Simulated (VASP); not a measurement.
# Al16Au in VASP: single point with r2SCAN

Aim: the single point of Al16Au with r2SCAN.

Program: VASP 6.6.1. These are calculated values, not measurements. Logs are shortened: lines on timing, memory, paths and dates and some standing lists are left out, and cuts for length are marked.

## 1. The cell of the first run

The cell holds a slab with vacuum, 17 atoms: a = 5.728 Å, b = 5.728 Å, c = 17.075 Å, α = 90.00°, β = 90.00°, γ = 90.00°.

## 2. Single point, r2SCAN

POSCAR reads:

```
Al16Au
1.0
    5.7275650000      0.0000000000      0.0000000000
    0.0000000000      5.7275650000      0.0000000000
    0.0000000000      0.0000000000     17.0750000000
Al Au
16 1
Direct
    0.2499999564      0.2499999564      0.0585652123
    0.7500000436      0.2499999564      0.0585652123
    0.2499999564      0.7500000436      0.0585652123
    0.7500000436      0.7500000436      0.0585652123
    0.0014727026      0.0023929890      0.1774947584
    0.4973766339      0.0024682391      0.1775276720
    0.0014423232      0.4984058671      0.1775173646
    0.4974457732      0.4983555839      0.1775113909
    0.2489591999      0.2507685203      0.2909495168
    0.7488555782      0.2506852388      0.2919419619
    0.2490035469      0.7508314615      0.2919425476
    0.7490062531      0.7507350855      0.2862989165
   -0.0147773094     -0.0121903462      0.4094982723
    0.5117492337     -0.0121603159      0.4095544363
   -0.0148803200      0.5144919351      0.4094419327
    0.5117214733      0.5142810252      0.4094662372
    1.2480841335      0.2513586489      0.4876502489
```

INCAR.step1 reads:

```
PREC = Accurate ; ENCUT = 520
ISMEAR = 0 ; SIGMA = 0.05
LREAL = Auto ; LASPH = True
NELM = 80 ; NBANDS = 44
GGA = PE ; ALGO = Normal
EDIFF = 1E-4 ; LWAVE = True
LCHARG = False
```

INCAR.step2 reads:

```
PREC = Accurate ; ENCUT = 520
EDIFF = 1E-6 ; ISMEAR = 0
SIGMA = 0.05 ; LREAL = Auto
LASPH = True ; NELM = 80
ALGO = Normal ; ISIF = 2
LWAVE = False ; LCHARG = True
METAGGA = R2SCAN ; LMIXTAU = True
LELF = True ; LVHAR = True
NBANDS = 44 ; ISTART = 1
```

KPOINTS reads:

```
Automatic mesh
0
Gamma
  4 4 1
```

Potentials or basis: VASP PAW PBE potentials, release 64 (Al, Au).

Started as:

```bash
$ cat potpaw_PBE.64/Al/POTCAR potpaw_PBE.64/Au/POTCAR > POTCAR
$ cp INCAR.step1 INCAR
$ mpirun -np 1 vasp_std > vasp.out
$ cp INCAR.step2 INCAR
$ mpirun -np 1 vasp_std > vasp.out
```

OUTCAR:

```text
PREC = Accurate
   ENCUT = 520
   EDIFF = 1E-6
   ISMEAR = 0
   LREAL = Auto
   LASPH = True
   NELM = 80
   ISIF = 2
   METAGGA = R2SCAN
   ISTART = 1

 ion  position               nearest neighbor table
   1  0.250  0.250  0.059-   6 2.85   8 2.86   5 2.86   7 2.86   2 2.86   3 2.86   2 2.86   3 2.86

   2  0.750  0.250  0.059-   1 2.86   4 2.86   4 2.86   1 2.86   5 2.87   7 2.87   6 2.87   8 2.87

   3  0.250  0.750  0.059-   1 2.86   4 2.86   4 2.86   1 2.86   8 2.87   6 2.87   7 2.87   5 2.87

   4  0.750  0.750  0.059-   2 2.86   3 2.86   2 2.86   3 2.86   7 2.88   5 2.88   8 2.88   6 2.88

   5  0.001  0.002  0.177-  12 2.76   9 2.79  11 2.81  10 2.82   6 2.84   7 2.84   1 2.86   2 2.87
                             3 2.87   4 2.88   7 2.89   6 2.89
   6  0.497  0.002  0.178-  12 2.76   9 2.79  10 2.81  11 2.81   8 2.84   5 2.84   1 2.85   3 2.87
                             2 2.87   4 2.88   5 2.89   8 2.89
   7  0.001  0.498  0.178-  12 2.76   9 2.79  11 2.81  10 2.81   8 2.84   5 2.84   1 2.86   2 2.87
                             3 2.87   4 2.88   5 2.89   8 2.89
   8  0.497  0.498  0.178-  12 2.76   9 2.79  10 2.81  11 2.82   6 2.84   7 2.84   1 2.86   3 2.87
                             2 2.87   4 2.88   7 2.89   6 2.89
   9  0.249  0.251  0.291-   7 2.79   5 2.79   8 2.79   6 2.79  10 2.86  11 2.86  11 2.86  10 2.86
                            14 2.94  16 2.94  13 2.94  15 2.94  17 3.36
  10  0.749  0.251  0.292-   8 2.81   6 2.81   7 2.81   5 2.82  13 2.85  15 2.85  14 2.85  16 2.86
                             9 2.86   9 2.86  12 2.87  12 2.87
  11  0.249  0.751  0.292-   5 2.81   6 2.81   7 2.81   8 2.82  16 2.85  14 2.85  15 2.85  13 2.86
                             9 2.86   9 2.86  12 2.87  12 2.87
  12  0.749  0.751  0.286-   6 2.76   8 2.76   5 2.76   7 2.76  15 2.84  13 2.85  16 2.85  14 2.85
                            10 2.87  11 2.87  11 2.87  10 2.87
  13  0.985  0.988  0.409-  17 2.52  15 2.71  14 2.71  12 2.85  10 2.85  11 2.86   9 2.94  14 3.02
                            15 3.02
  14  0.512  0.988  0.410-  17 2.52  13 2.71  16 2.71  12 2.85  11 2.85  10 2.85   9 2.94  16 3.02
                            13 3.02
  15  0.985  0.514  0.409-  17 2.51  13 2.71  16 2.71  12 2.84  10 2.85  11 2.85   9 2.94  16 3.02
                            13 3.02
  16  0.512  0.514  0.409-  17 2.52  15 2.71  14 2.71  12 2.85  11 2.85  10 2.86   9 2.94  14 3.02
                            15 3.02
  17  0.248  0.251  0.488-  15 2.51  13 2.52  16 2.52  14 2.52   9 3.36

  LATTYP: Found a simple tetragonal cell.
 ALAT       =     5.7275650000
 C/A-ratio  =     2.9811970707

  Lattice vectors:

 A1 = (   5.7275650000,   0.0000000000,   0.0000000000)
 A2 = (   0.0000000000,   5.7275650000,   0.0000000000)
 A3 = (   0.0000000000,   0.0000000000,  17.0750000000)

Analysis of symmetry for initial positions (statically):
=====================================================================
 Subroutine PRICEL returns:
 Original cell was already a primitive cell.

 Routine SETGRP: Setting up the symmetry group for a
 simple tetragonal supercell.

 Subroutine GETGRP returns: Found  1 space group operations
 (whereof  1 operations were pure point group operations)
 out of a pool of 16 trial point group operations.

The static configuration has the point symmetry C_1 .

Analysis of symmetry for dynamics (positions and initial velocities):
=====================================================================
 Subroutine PRICEL returns:
 Original cell was already a primitive cell.

 Routine SETGRP: Setting up the symmetry group for a
 simple tetragonal supercell.

 Subroutine GETGRP returns: Found  1 space group operations
 (whereof  1 operations were pure point group operations)
 out of a pool of 16 trial point group operations.

The dynamic configuration has the point symmetry C_1 .

 Subroutine INISYM returns: Found  1 space group operations
 (whereof  1 operations are pure point group operations),
 and found     1 'primitive' translations

----------------------------------------------------------------------------------------

                                     Primitive cell

  volume of cell :     560.1454

  direct lattice vectors                    reciprocal lattice vectors
     5.727565000  0.000000000  0.000000000     0.174594265  0.000000000  0.000000000
     0.000000000  5.727565000  0.000000000     0.000000000  0.174594265  0.000000000
     0.000000000  0.000000000 17.075000000     0.000000000  0.000000000  0.058565154

  length of vectors
     5.727565000  5.727565000 17.075000000     0.174594265  0.174594265  0.058565154
[... 51 lines left out ...]
     0.043648566  0.000000000  0.000000000     0.250000000  0.000000000  0.000000000
     0.000000000  0.043648566  0.000000000     0.000000000  0.250000000  0.000000000
     0.000000000  0.000000000  0.058565154     0.000000000  0.000000000  1.000000000

  Length of vectors
     0.043648566  0.043648566  0.058565154

  Shift w.r.t. Gamma in fractional coordinates (k-lattice)
     0.000000000  0.000000000  0.000000000

 Subroutine IBZKPT returns following result:
 ===========================================

 Found     10 irreducible k-points:

 Following reciprocal coordinates:
            Coordinates               Weight
  0.000000  0.000000  0.000000      1.000000
  0.250000  0.000000  0.000000      2.000000
  0.000000  0.250000  0.000000      2.000000
  0.500000  0.000000  0.000000      1.000000
  0.000000  0.500000  0.000000      1.000000
  0.250000  0.250000  0.000000      2.000000
 -0.250000  0.250000  0.000000      2.000000
  0.500000  0.250000  0.000000      2.000000
 -0.250000  0.500000  0.000000      2.000000
  0.500000  0.500000  0.000000      1.000000
   k-points           NKPTS =     10   k-points in BZ     NKDIM =     10   number of bands    NBANDS=     44
   number of dos      NEDOS =    301   number of ions     NIONS =     17
   total plane-waves  NPLWV = 294912
   dimension x,y,z NGX =    48 NGY =   48 NGZ =  128
   dimension x,y,z NGXF=    96 NGYF=   96 NGZF=  256
   ions per type =              16   1
   NGX,Y,Z   is equivalent  to a cutoff of  13.93, 13.93, 12.46 a.u.
   NGXF,Y,Z  is equivalent  to a cutoff of  27.86, 27.86, 24.92 a.u.
 SYSTEM =  unknown system
   PREC   = accura    normal or accurate (medium, high low for compatibility)
   ISTART =      1    job   : 0-new  1-cont  2-samecut
   ICHARG =      0    charge: 1-file 2-atom 10-const
   ISPIN  =      1    spin polarized calculation?
   LNONCOLLINEAR =      F non collinear calculations
   LSORBIT =      F    spin-orbit coupling
   LASPH  =      T    aspherical Exc in radial PAW
   ENCUT  =  520.0 eV  38.22 Ry    6.18 a.u.  10.65 10.65 31.75*2*pi/ulx,y,z
   NELM   =     80;   NELMIN=  2; NELMDL=  0     # of ELM steps
   EDIFF  = 0.1E-05   stopping-criterion for ELM
   LREAL  =      T    real-space projection
   EDIFFG = 0.1E-04   stopping-criterion for IOM
   NSW    =      0    number of steps for IOM
   IBRION =     -1    ionic relax: 0-MD 1-quasi-New 2-CG
   NFREE  =      0    steps in history (QN), initial steepest desc. (CG)
   ISIF   =      2    stress and relaxation
   ISYM   =      2    0-nonsym 1-usesym 2-fastsym
   POTIM  = 0.5000    time-step for ionic-motion
   TEBEG  =    0.0;   TEEND  =   0.0 temperature during run
   PSTRESS=    0.0 pullay stress
   NELECT =      59.0000    total number of electrons
   NUPDOWN=      -1.0000    fix difference up-down
   EMIN   =  10.00;   EMAX   =-10.00  energy-range for DOS
   EFERMI =   0.00;   METHOD = LEGACY
   ISMEAR =     0;   SIGMA  =   0.05  broadening in eV -4-tet -1-fermi 0-gaus
   EFERMI_NEDOS =   21; number of points for ismear=-14 and -15
   IALGO  =     38    algorithm
   IMIX   =      4    mixing-type and parameters
     AMIX     =   0.40;   BMIX     =  1.00
     AMIX_MAG =   1.60;   BMIX_MAG =  1.00
  volume/ion in A,a.u.               =      32.95       222.36
  Fermi-wavevector in a.u.,A,eV,Ry     =   0.773141  1.461024  8.132837  0.597747
  Thomas-Fermi vector in A             =   1.874922
   LORBIT       =      0    0 simple, 1 ext, 2 COOP (PROOUT), +10 PAW based schemes
   METAGGA = R2SCAN    functional components
   LHFCALC =     F    Hartree Fock is set to
   AEXX    =    0.0000 exact exchange contribution
   IVDW    =     0    specifies the selected vdW correction
   LEPSILON=     F    determine dielectric tensor
   LRPA    =     F    only Hartree local field effects (RPA)
 non-spin polarized calculation
 Gauss-broadening in eV      SIGMA  =   0.05
  energy-cutoff  :      520.00
  volume of cell :      560.15
 maximum number of plane-waves:     15106
 NGX is ok and might be reduce to    48
   NGX = 21   NGY = 21   NGZ = 63

 number of electron      59.0000002 magnetization

 Free energy of the ion-electron system (eV)
  ---------------------------------------------------
  ext. energy  EPLUGINS =         0.00000000
  ---------------------------------------------------
  free energy    TOTEN  =      -154.36462709 eV

  energy without entropy =     -154.35779619  energy(sigma->0) =     -154.36121164

 E-fermi :   1.9488     XC(G=0):  -6.5513

 val. band max:        1.9225485364   @ k =   0.2500   0.2500   0.0000
 cond. band min:       2.0276351112   @ k =   0.5000   0.5000   0.0000
 fundamental gap:      0.1050865748
 Fermi energy:         1.9487616117

 k-point     1 :       0.0000    0.0000    0.0000
  band No.  band energies     occupation
      1      -9.5173      2.00000
      2      -8.0682      2.00000
      3      -5.9924      2.00000
      4      -4.9409      2.00000
      5      -4.9278      2.00000
      6      -4.9276      2.00000
[... 429 lines left out ...]
     40       4.5458      0.00000
     41       4.5463      0.00000
 [bands above 41 left out]

------------------------ aborting loop because EDIFF is reached ----------------------------------------

  FORCE on cell =-STRESS in cart. coord.  units (eV):
  Direction    XX          YY          ZZ          XY          YZ          ZX
  --------------------------------------------------------------------------------------
  -------------------------------------------------------------------------------------
  Total       -7.2641863     -7.2608719     -0.4020358      0.0033021     -0.0552091      0.0784087
  in kB      -20.7776676    -20.7681873     -1.1499384      0.0094449     -0.1579140      0.2242713
  external PRESSURE =     -14.2319311 kB  Pullay stress =       0.0000000 kB

 VOLUME and BASIS-vectors are now :
 -----------------------------------------------------------------------------
  energy-cutoff  :      520.00
  volume of cell :      560.15
      direct lattice vectors                 reciprocal lattice vectors
     5.727565000  0.000000000  0.000000000     0.174594265  0.000000000  0.000000000
     0.000000000  5.727565000  0.000000000     0.000000000  0.174594265  0.000000000
     0.000000000  0.000000000 17.075000000     0.000000000  0.000000000  0.058565154

 POSITION                                       TOTAL-FORCE (eV/Angst)
 -----------------------------------------------------------------------------------
      1.43189      1.43189      1.00000        -0.004060      0.003103      0.009212
      4.29567      1.43189      1.00000        -0.003772      0.003529      0.032597
      1.43189      4.29567      1.00000        -0.004767      0.002549      0.032636
      4.29567      4.29567      1.00000        -0.003901      0.002763      0.018997
      0.00843      0.01371      3.03072        -0.002083     -0.000802     -0.005369
      2.84876      0.01414      3.03128         0.001513     -0.002323     -0.006730
[... 9 lines left out ...]
      2.93092      2.94558      6.99164        -0.004381     -0.003938     -0.000972
      1.42092      1.43967      8.32663         0.008992     -0.005155     -0.019343
 -----------------------------------------------------------------------------------
    total drift:                                0.015132     -0.011364      0.001092

  FREE ENERGIE OF THE ION-ELECTRON SYSTEM (eV)
  ---------------------------------------------------
  free  energy   TOTEN  =      -154.3646270871 eV

  energy  without entropy=     -154.3577961872  energy(sigma->0) =     -154.36121164
```

Wall time 75 min (1 thread of Intel Xeon 8259CL, shared host); peak memory 0.76 GiB.

What came out:

```
Free energy            : -154.3646 eV
Largest force          : 0.033 eV/Å
Band gap on the k mesh : zero (an odd number of electrons rules out a gap without spin polarisation)
```

Forces on the atoms (eV/Å):
```
Al  -0.004  0.003  0.009
Al  -0.004  0.004  0.033
Al  -0.005  0.003  0.033
Al  -0.004  0.003  0.019
Al  -0.002 -0.001 -0.005
Al   0.002 -0.002 -0.007
Al  -0.001  0.001 -0.007
Al   0.001  0.002 -0.007
Al   0.000 -0.002 -0.014
Al   0.006 -0.001 -0.008
Al   0.002 -0.003 -0.008
Al   0.002 -0.001 -0.014
Al   0.004  0.004 -0.002
Al  -0.007  0.006 -0.002
Al   0.005 -0.006  0.000
Al  -0.004 -0.004 -0.001
Au   0.009 -0.005 -0.019
```

Caveat: there is no dipole correction, which matters where the two faces differ; the PAW data sets were made with another functional, which shifts forces and pressure a little; spin-orbit coupling is left out, which moves the levels of the heavy elements.

The gap in the log of VASP goes by the Fermi energy; the results here count the filled bands.